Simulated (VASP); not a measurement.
Set up this calculation in VASP 6.6.1, as the native input.

| Item | Value |
| --- | --- |
| Task | single point |
| Functional | PBE |
| Potentials or basis | VASP PAW PBE potentials, release 64 (In_d, Bi_d, N) |
| Cutoff | 520 eV |
| k mesh | 6 × 6 × 6 |
| Occupations | gaussian, width 0.1 eV |
| Spin | no spin polarisation |
| Dipole correction | no |
| Further INCAR settings | ALGO = Normal; EDIFF = 1e-06; NBANDS = 34 |

The structure of In2BiN2 lies in POSCAR:

```
In2BiN2
1.0
   -2.0575674837      2.0575674837      5.3985681504
    2.0575674837     -2.0575674837      5.3985681504
    2.0575674837      2.0575674837     -5.3985681504
In Bi N
2 1 2
Direct
    0.2500000000      0.7500000000      0.5000000000
    0.7500000000      0.2500000000      0.5000000000
    0.0000000000      0.0000000000      0.0000000000
    0.6260000000      0.6260000000      0.0000000000
    0.3740000000      0.3740000000      0.0000000000
```

These files were run (other wordings do the same):

INCAR

```
SYSTEM = In2BiN2
PREC = Accurate ; ENCUT = 520
EDIFF = 1E-6 ; ISMEAR = 0
SIGMA = 0.1 ; LREAL = .False.
LASPH = .True. ; NELM = 60
ALGO = Normal ; ISIF = 2
LWAVE = .False. ; LCHARG = .False.
GGA = PE ; NBANDS = 34
```

KPOINTS

```
regular mesh
0
Gamma
  6 6 6
  0 0 0
```

Potentials or basis: VASP PAW PBE potentials, release 64 (In_d, Bi_d, N).

Command:

```bash
$ cat potpaw_PBE.64/In_d/POTCAR potpaw_PBE.64/Bi_d/POTCAR potpaw_PBE.64/N/POTCAR > POTCAR
$ mpirun -np 1 vasp_std > vasp.out
```

Results of the run:

* Pressure: -0.6 GPa
* Largest force: 1.525 eV/Å
* Band gap on the k mesh: zero (an odd number of electrons rules out a gap without spin polarisation)

Caveat: spin-orbit coupling is left out, which moves the levels of the heavy elements; forces of over 1 eV/Å act on the atoms, so gaps and moduli don't describe the material at rest.

Run time: 97 s on 1 thread of Intel(R) Xeon(R) 6975P-C (Granite Rapids) (shared host), peak memory 0.36 GiB.
